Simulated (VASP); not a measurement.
# Al9H in VASP: a series of runs

Al9H is run at these levels: PBE; tasks: single point.

Everything below comes from runs of VASP 6.6.1. Logs are shortened: lines on timing, memory, paths and dates and some standing lists are left out, and cuts for length are marked.

### Step 1. The cell of the first run

The cell holds a slab with vacuum, 20 atoms: a = 5.707 Å, b = 9.806 Å, c = 22.790 Å, α = 90.00°, β = 90.00°, γ = 98.37°.

### Step 2. Single point, PBE

Contents of INCAR:

```
SYSTEM = Al9H
ALGO = Normal
DIPOL = 0.5 0.5 0.306
EDIFF = 1E-6
ENCUT = 520
GGA = PE
IDIPOL = 3
ISIF = 2
ISMEAR = 0
LASPH = .TRUE.
LCHARG = .FALSE.
LDIPOL = .TRUE.
LREAL = Auto
LWAVE = .FALSE.
NBANDS = 44
NELM = 60
PREC = Accurate
SIGMA = 0.1
```

Contents of KPOINTS:

```
k-points
0
G
  5 3 1
  0 0 0
```

Contents of POSCAR:

```
Al9H
1.0
    5.7070863106      0.0000000000      0.0000000000
   -1.4267715776      9.7014842380      0.0000000000
    0.0000000000      0.0000000000     22.7903703519
Al H
18 2
Direct
    0.2662216041      0.0648864163      0.1755127248
    0.7662216041      0.0648864163      0.1755127248
    0.3354806058      0.3419224231      0.2192029854
    0.8354806058      0.3419224231      0.2192029854
    0.1493324061      0.5973296244      0.2279410375
    0.6493324061      0.5973296244      0.2279410375
    0.4631842064      0.8527368258      0.2366790896
    0.9631842065      0.8527368258      0.2366790896
    0.0319772093      0.1277109169      0.2808262502
    0.5319772093      0.1277109169      0.2808262502
    0.0997917601      0.4042231294      0.3301071124
    0.5997917601      0.4042231294      0.3301071124
    0.4144000537      0.6596656514      0.3369822081
    0.9144000537      0.6596656514      0.3369822081
    0.2263076916      0.9110819252      0.3449259130
    0.7263076916      0.9110819252      0.3449259130
    0.2962427243      0.1814072004      0.3857054631
    0.7962427243      0.1814072004      0.3857054631
    0.6062643800      0.3777722722      0.5173400068
    0.6062643800      0.4714919451      0.5173400068
```

Potentials or basis: VASP PAW PBE potentials, release 64 (Al, H).

Launch:

```bash
> cat potpaw_PBE.64/Al/POTCAR potpaw_PBE.64/H/POTCAR > POTCAR
> mpirun -np 1 vasp_std > vasp.out
```

OUTCAR:

```text
SYSTEM = Al9H
   EDIFF = 1E-6
   ENCUT = 520
   GGA = PE
   ISIF = 2
   ISMEAR = 0
   LASPH = .TRUE.
   LREAL = Auto
   NELM = 60
   PREC = Accurate

 ion  position               nearest neighbor table
   1  0.266  0.065  0.176-   2 2.85   2 2.85   9 2.86  10 2.86   7 2.87   8 2.87   3 2.87
   2  0.766  0.065  0.176-   1 2.85   1 2.85  10 2.86   9 2.86   8 2.87   7 2.87   4 2.87
   3  0.335  0.342  0.219-   4 2.85   4 2.85   6 2.87   5 2.87   1 2.87   9 2.89  10 2.89  12 2.96
                            11 2.97
   4  0.835  0.342  0.219-   3 2.85   3 2.85   5 2.87   6 2.87   2 2.87  10 2.89   9 2.89  11 2.96
                            12 2.97
   5  0.149  0.597  0.228-   6 2.85   6 2.85   4 2.87   3 2.87   8 2.87   7 2.87  13 2.93  14 2.93
                            11 2.99
   6  0.649  0.597  0.228-   5 2.85   5 2.85   3 2.87   4 2.87   7 2.87   8 2.87  14 2.93  13 2.93
                            12 2.99
   7  0.463  0.853  0.237-  10 2.85   8 2.85   8 2.85   1 2.87   2 2.87   5 2.87   6 2.87  16 2.90
                            15 2.91  13 2.96
   8  0.963  0.853  0.237-   9 2.85   7 2.85   7 2.85   1 2.87   2 2.87   5 2.87   6 2.87  15 2.90
                            16 2.91  14 2.96
   9  0.032  0.128  0.281-  18 2.83  17 2.83   8 2.85  10 2.85  10 2.85   1 2.86   2 2.86   3 2.89
                             4 2.89  11 2.91  15 2.93  16 2.93
  10  0.532  0.128  0.281-  17 2.83  18 2.83   7 2.85   9 2.85   9 2.85   2 2.86   1 2.86   4 2.89
                             3 2.89  12 2.91  16 2.93  15 2.93
  11  0.100  0.404  0.330-  12 2.85  12 2.85  14 2.86  13 2.87  18 2.88  17 2.89   9 2.91   4 2.96
                             3 2.97   5 2.99
  12  0.600  0.404  0.330-  11 2.85  11 2.85  13 2.86  14 2.87  17 2.88  18 2.89  10 2.91   3 2.96
                             4 2.97   6 2.99
  13  0.414  0.660  0.337-  16 2.83  15 2.83  14 2.85  14 2.85  12 2.86  11 2.87   5 2.93   6 2.93
                             7 2.96
  14  0.914  0.660  0.337-  15 2.83  16 2.83  13 2.85  13 2.85  11 2.86  12 2.87   6 2.93   5 2.93
                             8 2.96
  15  0.226  0.911  0.345-  17 2.78  14 2.83  13 2.83  16 2.85  16 2.85   8 2.90   7 2.91   9 2.93
                            10 2.93
  16  0.726  0.911  0.345-  18 2.78  13 2.83  14 2.83  15 2.85  15 2.85   7 2.90   8 2.91  10 2.93
                             9 2.93
  17  0.296  0.181  0.386-  15 2.78  10 2.83   9 2.83  18 2.85  18 2.85  12 2.88  11 2.89
  18  0.796  0.181  0.386-  16 2.78   9 2.83  10 2.83  17 2.85  17 2.85  11 2.88  12 2.89
  19  0.606  0.378  0.517-
  20  0.606  0.471  0.517-

  LATTYP: Found a simple monoclinic cell.
 ALAT       =     5.7070863106
 B/A-ratio  =     3.9933460108
 C/A-ratio  =     1.7181865166
 COS(beta)  =    -0.1455022476

  Lattice vectors:

 A1 = (   5.7070863106,   0.0000000000,   0.0000000000)
 A2 = (   0.0000000000,   0.0000000000, -22.7903703519)
 A3 = (  -1.4267715776,   9.7014842380,   0.0000000000)

Analysis of symmetry for initial positions (statically):
=====================================================================
 Subroutine PRICEL returns:
 Original cell was already a primitive cell.

 Routine SETGRP: Setting up the symmetry group for a
 simple monoclinic supercell.

 Subroutine GETGRP returns: Found  1 space group operations
 (whereof  1 operations were pure point group operations)
 out of a pool of  4 trial point group operations.

The static configuration has the point symmetry C_1 .

Analysis of symmetry for dynamics (positions and initial velocities):
=====================================================================
 Subroutine PRICEL returns:
 Original cell was already a primitive cell.

 Routine SETGRP: Setting up the symmetry group for a
 simple monoclinic supercell.

 Subroutine GETGRP returns: Found  1 space group operations
 (whereof  1 operations were pure point group operations)
 out of a pool of  4 trial point group operations.

The dynamic configuration has the point symmetry C_1 .

 Subroutine INISYM returns: Found  1 space group operations
 (whereof  1 operations are pure point group operations),
 and found     1 'primitive' translations

----------------------------------------------------------------------------------------

                                     Primitive cell

  volume of cell :    1261.8392
[... 63 lines left out ...]

  Cartesian coordinates                     Fractional coordinates (reciprocal lattice)
     0.035044152  0.005153851  0.000000000     0.200000000 -0.000000000  0.000000000
     0.000000000  0.034359004  0.000000000     0.000000000  0.333333333  0.000000000
     0.000000000  0.000000000  0.043878181     0.000000000  0.000000000  1.000000000

  Length of vectors
     0.035421106  0.034359004  0.043878181

  Shift w.r.t. Gamma in fractional coordinates (k-lattice)
     0.000000000  0.000000000  0.000000000

 Subroutine IBZKPT returns following result:
 ===========================================

 Found      8 irreducible k-points:

 Following reciprocal coordinates:
            Coordinates               Weight
  0.000000  0.000000  0.000000      1.000000
  0.200000 -0.000000  0.000000      2.000000
  0.400000 -0.000000  0.000000      2.000000
  0.000000  0.333333  0.000000      2.000000
  0.200000  0.333333  0.000000      2.000000
  0.400000  0.333333  0.000000      2.000000
 -0.400000  0.333333  0.000000      2.000000
 -0.200000  0.333333  0.000000      2.000000
   k-points           NKPTS =      8   k-points in BZ     NKDIM =      8   number of bands    NBANDS=     44
   number of dos      NEDOS =    301   number of ions     NIONS =     20
   total plane-waves  NPLWV = 604800
   dimension x,y,z NGX =    42 NGY =   80 NGZ =  180
   dimension x,y,z NGXF=    84 NGYF=  160 NGZF=  360
   ions per type =              18   2
   NGX,Y,Z   is equivalent  to a cutoff of  12.23, 13.56, 13.13 a.u.
   NGXF,Y,Z  is equivalent  to a cutoff of  24.47, 27.13, 26.26 a.u.
 SYSTEM =  Al9H
   PREC   = accura    normal or accurate (medium, high low for compatibility)
   ISTART =      0    job   : 0-new  1-cont  2-samecut
   ICHARG =      2    charge: 1-file 2-atom 10-const
   ISPIN  =      1    spin polarized calculation?
   LNONCOLLINEAR =      F non collinear calculations
   LSORBIT =      F    spin-orbit coupling
   LASPH  =      T    aspherical Exc in radial PAW
   ENCUT  =  520.0 eV  38.22 Ry    6.18 a.u.  10.61 18.23 42.37*2*pi/ulx,y,z
   NELM   =     60;   NELMIN=  2; NELMDL= -5     # of ELM steps
   EDIFF  = 0.1E-05   stopping-criterion for ELM
   LREAL  =      T    real-space projection
   EDIFFG = 0.1E-04   stopping-criterion for IOM
   NSW    =      0    number of steps for IOM
   IBRION =     -1    ionic relax: 0-MD 1-quasi-New 2-CG
   NFREE  =      0    steps in history (QN), initial steepest desc. (CG)
   ISIF   =      2    stress and relaxation
   ISYM   =      2    0-nonsym 1-usesym 2-fastsym
   POTIM  = 0.5000    time-step for ionic-motion
   TEBEG  =    0.0;   TEEND  =   0.0 temperature during run
   PSTRESS=    0.0 pullay stress
   NELECT =      56.0000    total number of electrons
   NUPDOWN=      -1.0000    fix difference up-down
   EMIN   =  10.00;   EMAX   =-10.00  energy-range for DOS
   EFERMI =   0.00;   METHOD = LEGACY
   ISMEAR =     0;   SIGMA  =   0.10  broadening in eV -4-tet -1-fermi 0-gaus
   EFERMI_NEDOS =   21; number of points for ismear=-14 and -15
   IALGO  =     38    algorithm
   IMIX   =      4    mixing-type and parameters
     AMIX     =   0.40;   BMIX     =  1.00
     AMIX_MAG =   1.60;   BMIX_MAG =  1.00
  volume/ion in A,a.u.               =      63.09       425.77
  Fermi-wavevector in a.u.,A,eV,Ry     =   0.579610  1.095305  4.570853  0.335948
  Thomas-Fermi vector in A             =   1.623387
   LORBIT       =      0    0 simple, 1 ext, 2 COOP (PROOUT), +10 PAW based schemes
   GGA     = PE    functional components
   LHFCALC =     F    Hartree Fock is set to
   AEXX    =    0.0000 exact exchange contribution
   IVDW    =     0    specifies the selected vdW correction
   LEPSILON=     F    determine dielectric tensor
   LRPA    =     F    only Hartree local field effects (RPA)
 non-spin polarized calculation
 Gauss-broadening in eV      SIGMA  =   0.10
  energy-cutoff  :      520.00
  volume of cell :     1261.84
 maximum number of plane-waves:     34010
   NGX = 21   NGY = 37   NGZ = 85

 dipolmoment           0.000000      0.000000     -0.001327 electrons x Angstroem

 number of electron      56.0000000 magnetization

 dipolmoment           0.000000      0.000000      0.003416 electrons x Angstroem

 Free energy of the ion-electron system (eV)
  ---------------------------------------------------
  ext. energy  EPLUGINS =         0.00000000
  ---------------------------------------------------
  free energy    TOTEN  =       -67.68815433 eV

  energy without entropy =      -67.64176749  energy(sigma->0) =      -67.66496091

 E-fermi :  -1.1947     XC(G=0):  -3.4463

 val. band max:       -1.2146192589   @ k =   0.0000   0.3333   0.0000
 cond. band min:      -1.1777706963   @ k =   0.2000  -0.0000   0.0000
 fundamental gap:      0.0368485626
 Fermi energy:        -1.1947041276

 k-point     1 :       0.0000    0.0000    0.0000
  band No.  band energies     occupation
      1     -11.2641      2.00000
      2      -9.7234      2.00000
      3      -9.6239      2.00000
      4      -8.9774      2.00000
      5      -7.1675      2.00000
      6      -7.1439      2.00000
[... 333 lines left out ...]
     39       0.8878      0.00000
     40       1.0384      0.00000
 [bands above 40 left out]

------------------------ aborting loop because EDIFF is reached ----------------------------------------

 vacuum level on the upper side and lower side of the slab       (xc-potential included)        -0.093        -0.093

  FORCE on cell =-STRESS in cart. coord.  units (eV):
  Direction    XX          YY          ZZ          XY          YZ          ZX
  --------------------------------------------------------------------------------------
  -------------------------------------------------------------------------------------
  Total      -11.8559020    -15.7823432     -0.2582864      0.5421733     -0.5156857      0.0108238
  in kB      -15.0536280    -20.0390930     -0.3279504      0.6884061     -0.6547744      0.0137431
  external PRESSURE =     -11.8068904 kB  Pullay stress =       0.0000000 kB

 VOLUME and BASIS-vectors are now :
 -----------------------------------------------------------------------------
  energy-cutoff  :      520.00
  volume of cell :     1261.84
      direct lattice vectors                 reciprocal lattice vectors
     5.707086311  0.000000000  0.000000000     0.175220760  0.025769253  0.000000000
    -1.426771578  9.701484238  0.000000000     0.000000000  0.103077011  0.000000000
     0.000000000  0.000000000 22.790370352     0.000000000  0.000000000  0.043878181

 POSITION                                       TOTAL-FORCE (eV/Angst)
 -----------------------------------------------------------------------------------
      1.42677      0.62949      4.00000        -0.006157      0.153383      0.032231
      4.28031      0.62949      4.00000        -0.006320      0.153738      0.032372
      1.42677      3.31715      4.99572         0.007978      0.035057      0.063665
      4.28031      3.31715      4.99572         0.003392      0.035201      0.062282
      0.00000      5.79498      5.19486        -0.000632     -0.074615      0.030893
      2.85354      5.79498      5.19486        -0.001891     -0.076228      0.029895
[... 12 lines left out ...]
      2.92101      3.66495     11.79037        -0.509888      3.465627     -0.014252
      2.78729      4.57417     11.79037         0.510570     -3.458967      0.007730
 -----------------------------------------------------------------------------------
    total drift:                               -0.007954     -0.032250     -0.007404

  FREE ENERGIE OF THE ION-ELECTRON SYSTEM (eV)
  ---------------------------------------------------
  free  energy   TOTEN  =       -67.6881543314 eV

  energy  without entropy=      -67.6417674870  energy(sigma->0) =      -67.66496091

 vacuum level on the upper side and lower side of the slab         2.929         2.929
```

Wall time 12 min (1 thread of Intel Xeon 6975P-C (Granite Rapids), shared host); peak memory 1.2 GiB.

What came out:

```
Free energy            : -67.6882 eV
Largest force          : 3.503 eV/Å
Band gap on the k mesh : zero (band 28 reaches -1.04 eV, above the bottom of band 29 at -1.78 eV)
```

Forces on the atoms (eV/Å):
```
Al  -0.006  0.153  0.032
Al  -0.006  0.154  0.032
Al   0.008  0.035  0.064
Al   0.003  0.035  0.062
Al  -0.001 -0.075  0.031
Al  -0.002 -0.076  0.030
Al   0.002 -0.099 -0.120
Al   0.003 -0.099 -0.119
Al   0.000  0.008 -0.002
Al   0.000  0.008 -0.004
Al   0.004 -0.012  0.001
Al   0.003 -0.012 -0.001
Al  -0.004 -0.011 -0.003
Al  -0.005 -0.011 -0.003
Al  -0.002  0.001  0.001
Al  -0.003  0.002  0.001
Al   0.004 -0.004  0.002
Al   0.001 -0.005  0.002
H   -0.510  3.466 -0.014
H    0.511 -3.459  0.008
```

Levels at points of the mesh, in eV from the Fermi level:
| k point | band 26 | band 27 | band 28 | band 29 | band 30 | band 31 |
| --- | --- | --- | --- | --- | --- | --- |
| (0.00, 0.00, 0.00) | -1.08 | -0.94 | -0.62 | -0.58 | -0.27 | 0.11 |

### Step 3. Single point, PBE

Contents of INCAR:

```
SYSTEM = Al9H
PREC     = Accurate       ! precision mode
ENCUT    = 520            ! plane-wave cutoff, eV
EDIFF    = 1E-6           ! SCF threshold, eV
ISMEAR   = 0              ! smearing method
SIGMA    = 0.1            ! smearing width, eV
LREAL    = Auto         
LASPH    = .TRUE.         ! aspherical terms in the spheres
NELM     = 60             ! most SCF steps
ALGO     = Normal         ! electronic algorithm
ISIF     = 2              ! what is computed and relaxed
LWAVE    = .FALSE.        ! write WAVECAR
LCHARG   = .TRUE.         ! write CHGCAR
LDIPOL   = .TRUE.       
IDIPOL   = 3            
DIPOL    = 0.5 0.5 0.294
GGA      = PE             ! functional
LELF     = .TRUE.         ! ELF
LVHAR    = .TRUE.       
LVACPOTAV= .TRUE.       
NBANDS   = 44             ! bands
```

Contents of KPOINTS:

```
regular mesh
0
G
  5 3 1
  0 0 0
```

Edit POSCAR of step 2 so:

```diff
@@ -26,3 +26,3 @@
     0.7962427243      0.1814072004      0.3857054631
-    0.6062643800      0.3777722722      0.5173400068
-    0.6062643800      0.4714919451      0.5173400068
+    0.6062643800      0.3644128847      0.4054506447
+    0.6062643800      0.4848513326      0.4054506447
```

Potentials or basis: VASP PAW PBE potentials, release 64 (Al, H).

Launch:

```bash
> cat potpaw_PBE.64/Al/POTCAR potpaw_PBE.64/H/POTCAR > POTCAR
> mpirun -np 1 vasp_std > vasp.out
```

It took 13 min on 1 thread of Intel Xeon 6975P-C (Granite Rapids), shared host; peak memory 1.2 GiB.

The run converged. Its results:

```
Free energy            : -66.6319 eV
Largest force          : 1.246 eV/Å
Band gap on the k mesh : zero (band 28 reaches -1.05 eV, above the bottom of band 29 at -1.51 eV)
```

Forces in eV/Å, atoms in the order of the input:
```
Al  -0.107  0.138  0.032
Al   0.104  0.207 -0.018
Al  -0.099 -0.015 -0.036
Al   0.110  0.010 -0.055
Al  -0.028 -0.090 -0.008
Al   0.044 -0.082  0.169
Al  -0.059 -0.054 -0.130
Al   0.034 -0.077 -0.142
Al   0.008 -0.024 -0.008
Al  -0.037  0.058  0.075
Al   0.040  0.003 -0.077
Al  -0.028  0.266 -0.213
Al  -0.041 -0.088  0.040
Al   0.044 -0.050 -0.040
Al  -0.010  0.037 -0.025
Al   0.014  0.024  0.038
Al  -0.111 -0.143 -0.049
Al   0.047 -0.049 -0.026
H   -0.153  0.977  0.758
H    0.227 -1.047 -0.286
```

Levels at points of the mesh, in eV from the Fermi level:
```
           k point  band 26  band 27  band 28  band 29  band 30  band 31
(0.00, 0.00, 0.00)    -1.01    -0.93    -0.62    -0.30    -0.19     0.12
```

### Step 4. Single point, PBE

Contents of INCAR:

```
SYSTEM = Al9H
ALGO = Normal ; DIPOL = 0.5 0.5 0.297
EDIFF = 1E-7 ; ENCUT = 520
GGA = PE ; IDIPOL = 3
ISIF = 2 ; ISMEAR = 0
LASPH = .TRUE. ; LCHARG = .FALSE.
LDIPOL = .TRUE. ; LREAL = Auto
LWAVE = .FALSE. ; NBANDS = 44
NELM = 80 ; PREC = Accurate
SIGMA = 0.1
```

Contents of KPOINTS:

```
k-points
0
G
  5 3 1
  0 0 0
```

Edit POSCAR of step 3 so:

```diff
@@ -26,3 +26,3 @@
     0.7962427243      0.1814072004      0.3857054631
-    0.6062643800      0.3644128847      0.4054506447
-    0.6062643800      0.4848513326      0.4054506447
+    0.6062643800      0.3644128847      0.4335326807
+    0.6062643800      0.4848513326      0.4335326807
```

Launch:

```bash
> cat potpaw_PBE.64/Al/POTCAR potpaw_PBE.64/H/POTCAR > POTCAR
> mpirun -np 1 vasp_std > vasp.out
```

Run time: 15 min. Hardware: 1 thread of Intel Xeon 6975P-C (Granite Rapids), shared host; peak memory 1.2 GiB.

The run converged. Its results:

```
Free energy            : -66.6251 eV
Largest force          : 3.010 eV/Å
Band gap on the k mesh : zero (band 28 reaches -1.10 eV, above the bottom of band 29 at -1.79 eV)
```

Forces in eV/Å, atoms in the order of the input:
```
Al  -0.080  0.124  0.020
Al   0.076  0.169 -0.002
Al   0.006  0.017  0.023
Al   0.006  0.010 -0.007
Al  -0.003 -0.119  0.043
Al  -0.002 -0.111  0.050
Al  -0.019 -0.074 -0.128
Al   0.015 -0.064 -0.118
Al  -0.005  0.007 -0.020
Al  -0.012  0.076  0.025
Al   0.025 -0.026 -0.014
Al  -0.007  0.046  0.122
Al  -0.002 -0.086  0.016
Al  -0.008 -0.073 -0.019
Al   0.004  0.041 -0.010
Al   0.000  0.058  0.025
Al  -0.008 -0.024 -0.014
Al  -0.010  0.004  0.017
H   -0.460  2.974  0.036
H    0.483 -2.949 -0.046
```

Levels at points of the mesh, in eV from the Fermi level:
```csv
k point,band 26,band 27,band 28,band 29,band 30,band 31
"(0.00, 0.00, 0.00)",-1.06,-0.95,-0.61,-0.54,-0.28,0.10
```
